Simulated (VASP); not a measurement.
Sr2O: single point with PBE

Sr2O, a sheet with vacuum:

```
CELL_PARAMETERS angstrom
3.87184 0.00000 0.00000
-1.93592 3.35311 0.00000
0.00000 0.00000 18.00000
ATOMIC_POSITIONS crystal
Sr 0.33333 0.66667 0.41387
Sr 0.66667 0.33333 0.58613
O 0.00000 0.00000 0.50000
```

| Property | Result |
| --- | --- |
| Program | VASP 6.6.1 |
| Task | single point |
| Functional | PBE |
| Potentials or basis | VASP PAW PBE potentials, release 64 (Sr_sv, O) |
| Cutoff | 520 eV |
| k mesh | 6 × 6 × 1 |
| Occupations | gaussian, width 0.1 eV |
| Spin | no spin polarisation |
| Dipole correction | yes |
| Further INCAR settings | ALGO = Normal; EDIFF = 1e-06; NBANDS = 20 |

```json
{
  "Largest force": "0.366 eV/Å",
  "Band gap on the k mesh": "zero (band 13 reaches -0.06 eV, above the bottom of band 14 at -1.63 eV)"
}
```

Forces in eV/Å, atoms in the order of the input:
```
Sr   0.000  0.000  0.366
Sr   0.000  0.000 -0.366
O    0.000  0.000  0.000
```

Levels at points of the mesh, in eV from the Fermi level:
| k point | band 9 | band 10 | band 11 | band 12 | band 13 | band 14 | band 15 | band 16 | band 17 | band 18 |
| --- | --- | --- | --- | --- | --- | --- | --- | --- | --- | --- |
| (0.00, 0.00, 0.00) | -17.35 | -4.57 | -3.72 | -3.72 | -2.06 | -0.80 | 1.19 | 1.38 | 2.39 | 2.59 |
| (0.50, 0.00, 0.00) | -17.34 | -4.47 | -3.87 | -3.77 | -0.05 | 0.80 | 0.80 | 1.13 | 2.06 | 3.17 |

It took 43 s on 1 thread of Intel(R) Xeon(R) 6975P-C (Granite Rapids) (shared host), peak memory 0.34 GiB.
